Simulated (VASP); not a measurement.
# Na (P6_3/mmc) in VASP: a series of runs, part 2 of 2

VASP 6.6.1. The steps go on from the part before.

### Step 3. Single point, PBEsol

This run uses another cell than the first one, of 37.17 Å³/atom, 1.010 times its volume.

The input, INCAR:

```
SYSTEM = Na
  ALGO = Normal
  EDIFF = 1E-7
  ENCUT = 520
  GGA = PS
  ISIF = 2
  ISMEAR = -1
  LASPH = .True.
  LCHARG = .True.
  LELF = .True.
  LREAL = .False.
  LVHAR = .True.
  LWAVE = .False.
  NBANDS = 22
  NELM = 100
  PREC = Accurate
  SIGMA = 0.05
```

The input, KPOINTS:

```
k-points
0
Gamma
  7 7 2
  0 0 0
```

The input, POSCAR:

```
Na
1.0
    3.7003831212      0.0000000000      0.0000000000
   -1.8501915606      3.2046257867      0.0000000000
    0.0000000000      0.0000000000     12.5373215400
Na
4
Direct
    0.6666666667      0.3333333333      0.7500000000
    0.0000000000      0.0000000000      0.5000000000
    0.3333333333      0.6666666667      0.2500000000
    0.0000000000      0.0000000000      0.0000000000
```

Potentials or basis: VASP PAW PBE potentials, release 64 (Na_pv).

Run with:

```bash
> cat potpaw_PBE.64/Na_pv/POTCAR > POTCAR
> mpirun -np 1 vasp_std > vasp.out
```

Run time: 39 s. Hardware: 1 thread of Intel Xeon Platinum 8488C (Sapphire Rapids), shared host; peak memory 0.26 GiB.

The run converged. Its results:

```
Free energy            : -5.6261 eV
Pressure               : -0.2 GPa
Band gap on the k mesh : zero (band 14 reaches 1.50 eV, above the bottom of band 15 at -1.99 eV)
```

Stress tensor (GPa, compression positive):
```
-0.05  0.00  0.00
 0.00 -0.05  0.00
 0.00  0.00 -0.42
```

Levels at points of the mesh, in eV from the Fermi level:
```tsv
k point	band 12	band 13	band 14	band 15	band 16	band 17
(0.00, 0.00, 0.00)	-24.69	-3.18	-2.20	-2.20	0.48	0.84
(0.00, 0.00, 0.50)	-24.69	-2.93	-2.93	-1.00	-1.00	2.74
```

Caveat: the PAW data sets were made with another functional, which shifts forces and pressure a little.

### Step 4. Single point, PBEsol

This run uses another cell than the first one, of 37.54 Å³/atom, 1.020 times its volume.

The input, INCAR:

```
ALGO = Normal ; EDIFF = 1E-7
ENCUT = 520 ; GGA = PS
ISIF = 2 ; ISMEAR = -1
LASPH = T ; LCHARG = F
LREAL = F ; LWAVE = F
NBANDS = 22 ; NELM = 80
PREC = Accurate ; SIGMA = 0.05
```

The input, KPOINTS:

```
k-points
0
Gamma
  7 7 2
```

POSCAR, as its differences from that of step 3:

```diff
@@ -4,3 +4,3 @@
    -1.8501915606      3.2046257867      0.0000000000
-    0.0000000000      0.0000000000     12.5373215400
+    0.0000000000      0.0000000000     12.6626947554
 Na
```

Run with:

```bash
> cat potpaw_PBE.64/Na_pv/POTCAR > POTCAR
> mpirun -np 1 vasp_std > vasp.out
```

Wall time 34 s (1 thread of Intel Xeon Platinum 8488C (Sapphire Rapids), shared host); peak memory 0.26 GiB.

Results (log left out):

```
Free energy            : -5.6212 eV
Pressure               : -0.2 GPa
Band gap on the k mesh : zero (band 14 reaches 1.47 eV, above the bottom of band 15 at -2.02 eV)
```

Stress tensor (GPa, compression positive):
```
-0.05  0.00  0.00
 0.00 -0.05  0.00
 0.00  0.00 -0.62
```

Levels at points of the mesh, in eV from the Fermi level:
```tsv
k point	band 11	band 12	band 13	band 14	band 15	band 16	band 17	band 18
(0.00, 0.00, 0.00)	-24.69	-24.69	-3.15	-2.19	-2.19	0.45	0.78	5.08
(0.00, 0.00, 0.50)	-24.69	-24.69	-2.91	-2.91	-1.01	-1.01	2.66	2.66
```

Caveat: the PAW data sets were made with another functional, which shifts forces and pressure a little.

### Step 5. Single point, PBEsol

This run uses another cell than the first one, of 37.91 Å³/atom, 1.030 times its volume.

The input, INCAR:

```
PREC = Accurate ; ENCUT = 520
EDIFF = 1E-6 ; ISMEAR = -1
SIGMA = 0.05 ; LREAL = False
LASPH = True ; NELM = 100
ALGO = Normal ; ISIF = 2
LWAVE = False ; LCHARG = False
GGA = PS ; NBANDS = 22
```

The input, KPOINTS:

```
regular mesh
0
Gamma
  7 7 2
```

POSCAR, as its differences from that of step 4:

```diff
@@ -4,3 +4,3 @@
    -1.8501915606      3.2046257867      0.0000000000
-    0.0000000000      0.0000000000     12.6626947554
+    0.0000000000      0.0000000000     12.7880679708
 Na
```

Potentials or basis: VASP PAW PBE potentials, release 64 (Na_pv).

Run with:

```bash
> cat potpaw_PBE.64/Na_pv/POTCAR > POTCAR
> mpirun -np 1 vasp_std > vasp.out
```

OUTCAR:

```text
PREC = Accurate
   ENCUT = 520
   EDIFF = 1E-6
   ISMEAR = -1
   LREAL = False
   LASPH = True
   NELM = 100
   ISIF = 2
   GGA = PS

 ion  position               nearest neighbor table
   1  0.667  0.333  0.750-
   2  0.000  0.000  0.500-
   3  0.333  0.667  0.250-
   4  0.000  0.000  0.000-

  LATTYP: Found a hexagonal cell.
 ALAT       =     3.7003831212
 C/A-ratio  =     3.4558767436

  Lattice vectors:

 A1 = (   3.7003831212,   0.0000000000,   0.0000000000)
 A2 = (  -1.8501915606,   3.2046257867,   0.0000000000)
 A3 = (   0.0000000000,   0.0000000000,  12.7880679708)

Analysis of symmetry for initial positions (statically):
=====================================================================
 Subroutine PRICEL returns:
 Original cell was already a primitive cell.

[... 160 lines left out ...]
  ext. energy  EPLUGINS =         0.00000000
  ---------------------------------------------------
  free energy    TOTEN  =        -5.61462436 eV

  energy without entropy =       -5.59963511  energy(sigma->0) =       -5.60712973

 E-fermi :   0.1382     XC(G=0):  -6.4417

 val. band max:        0.0362943994   @ k =   0.2857   0.1429   0.0000
 cond. band min:       0.2833526060   @ k =   0.2857   0.0000   0.5000
 fundamental gap:      0.2470582067
 Fermi energy:         0.1382332651

 k-point     1 :       0.0000    0.0000    0.0000
  band No.  band energies     occupation
      1     -24.5867      2.00000
      2     -24.5730      2.00000
      3     -24.5727      2.00000
      4     -24.5633      2.00000
      5     -24.5633      2.00000
      6     -24.5617      2.00000
[... 389 lines left out ...]
     21       4.5114      0.00000
     22       4.5114      0.00000

------------------------ aborting loop because EDIFF is reached ----------------------------------------

  FORCE on cell =-STRESS in cart. coord.  units (eV):
  Direction    XX          YY          ZZ          XY          YZ          ZX
  --------------------------------------------------------------------------------------
  -------------------------------------------------------------------------------------
  Total       -0.0474964     -0.0474964     -0.7638235     -0.0000000     -0.0000000      0.0000000
  in kB       -0.5018132     -0.5018132     -8.0700209     -0.0000000     -0.0000000      0.0000000
  external PRESSURE =      -3.0245491 kB  Pullay stress =       0.0000000 kB

 VOLUME and BASIS-vectors are now :
 -----------------------------------------------------------------------------
  energy-cutoff  :      520.00
  volume of cell :      151.65
      direct lattice vectors                 reciprocal lattice vectors
     3.700383121  0.000000000  0.000000000     0.270242288  0.156024458  0.000000000
    -1.850191561  3.204625787  0.000000000     0.000000000  0.312048915  0.000000000
     0.000000000  0.000000000 12.788067971     0.000000000  0.000000000  0.078197895

 POSITION                                       TOTAL-FORCE (eV/Angst)
 -----------------------------------------------------------------------------------
      1.85019      1.06821      9.59105         0.000000     -0.000000      0.000000
      0.00000      0.00000      6.39403         0.000000      0.000000      0.000000
     -0.00000      2.13642      3.19702        -0.000000      0.000000     -0.000000
      0.00000      0.00000      0.00000         0.000000      0.000000      0.000000
 -----------------------------------------------------------------------------------
    total drift:                                0.000000     -0.000000      0.000000

  FREE ENERGIE OF THE ION-ELECTRON SYSTEM (eV)
  ---------------------------------------------------
  free  energy   TOTEN  =        -5.6146243582 eV

  energy  without entropy=       -5.5996351093  energy(sigma->0) =       -5.60712973
```

It took 33 s on 1 thread of Intel Xeon Platinum 8488C (Sapphire Rapids), shared host; peak memory 0.26 GiB.

Results:

```
Free energy            : -5.6146 eV
Pressure               : -0.3 GPa
Band gap on the k mesh : zero (band 14 reaches 1.45 eV, above the bottom of band 15 at -2.05 eV)
```

Levels at points of the mesh, in eV from the Fermi level:
```tsv
k point	band 11	band 12	band 13	band 14	band 15	band 16	band 17	band 18
(0.00, 0.00, 0.00)	-24.70	-24.70	-3.13	-2.18	-2.18	0.41	0.72	4.95
(0.00, 0.00, 0.50)	-24.70	-24.70	-2.89	-2.89	-1.03	-1.03	2.57	2.57
```

Caveat: the PAW data sets were made with another functional, which shifts forces and pressure a little.

### Step 6. Summary

| cell | gap on the mesh (eV) | pressure (GPa) |
| --- | --- | --- |
| a = 3.700, b = 3.700, c = 12.412 Å, angles 90.0, 90.0, 120.0°, 4 atoms | none | -0.1 |
| a = 3.700, b = 3.700, c = 12.537 Å, angles 90.0, 90.0, 120.0°, 4 atoms | none | -0.2 |
| a = 3.700, b = 3.700, c = 12.663 Å, angles 90.0, 90.0, 120.0°, 4 atoms | none | -0.2 |
| a = 3.700, b = 3.700, c = 12.788 Å, angles 90.0, 90.0, 120.0°, 4 atoms | none | -0.3 |

Alike in all rows: task single point; level PBEsol; potentials or basis VASP PAW PBE potentials, release 64 (Na_pv); no spin polarisation; k mesh 7 × 7 × 2; cutoff (eV) 520; smearing fermi-dirac 0.05 eV.

Caveats: the PAW data sets were made with another functional, which shifts forces and pressure a little.

Absolute energies hang on the potentials; compare differences alone.
